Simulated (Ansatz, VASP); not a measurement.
**TiSi2: VASP beside Ansatz**

The input INCAR:

```
PREC = Accurate
ENCUT = 520
EDIFF = 1E-7
ISMEAR = 0
SIGMA = 0.15
LREAL = F
LASPH = T
NELM = 60
ALGO = Normal
ISIF = 2
LWAVE = F
LCHARG = F
GGA = CA
NBANDS = 17
```

Contents of KPOINTS:

```
Automatic mesh
0
Gamma
  18 18 18
```

File POSCAR:

```
TiSi2
1.0
   -1.4410529458      1.6701060708      4.1004087654
    1.4410529458     -1.6701060708      4.1004087654
    1.4410529458      1.6701060708     -4.1004087654
Ti Si
1 2
Direct
    0.0000000000      0.0000000000      0.0000000000
    0.3188444216      0.3188444216      0.0000000000
    0.6811555784      0.6811555784      0.0000000000
```

Input for Ansatz:

```yaml
crystal:
  lattice:
    - [-1.4410529458, 1.6701060708, 4.1004087654]
    - [1.4410529458, -1.6701060708, 4.1004087654]
    - [1.4410529458, 1.6701060708, -4.1004087654]
  atoms:
    - { symbol: Ti, position: [0.0, 0.0, 0.0] }
    - { symbol: Si, position: [0.3188444216, 0.3188444216, 0.0] }
    - { symbol: Si, position: [0.6811555784, 0.6811555784, 0.0] }
basis:
  ecutwfc: 520.0
kpoints:
  mp_grid: { grid: [18, 18, 18] }
hamiltonian:
  xc: lda
  pseudopotentials: { kind: paw, azcp: { folder: soft_1 } }
scf:
  occupations: { method: gaussian, width: 0.15 }
output:
  forces: true
  stress: true
  eigenvalues: true
```

Alike in both runs: task single point; functional LDA; k mesh 18 × 18 × 18; occupations gaussian, width 0.15 eV; no spin polarisation.

|  | VASP | Ansatz |
| --- | --- | --- |
| version | VASP 6.6.1 | Ansatz 0.2.0 |
| potentials or method | VASP PAW LDA potentials, release 64 (Ti_sv, Si), cutoff 520 eV | scalar-relativistic, plane waves, PAW |
| valence electrons in the cell | 20 | 20 |

Ansatz gave:

| Property | Result |
| --- | --- |
| gap on the k mesh at the Fermi level (eV) | none |
| pressure (GPa) | 5.1 |
| traceless stress, the component that is largest in VASP (GPa) | -2.49 |
| rms of the force components (eV/Å) | 0.502 |

Question: Estimate VASP's values.

Answer: gap on the k mesh at the Fermi level (eV): none; pressure (GPa): 5.3; traceless stress, the component that is largest in VASP (GPa): -2.46; rms of the force components (eV/Å): 0.501.

Ansatz warns that its potentials were made for another functional, while VASP's fit it. LDA's correlation is that of Perdew and Zunger in VASP and of Perdew and Wang (1992) in Ansatz. Atom by atom the forces differ by 0.001 eV/Å (rms over components). A gap of «none» marks a metal or a gap that the smearing closes.
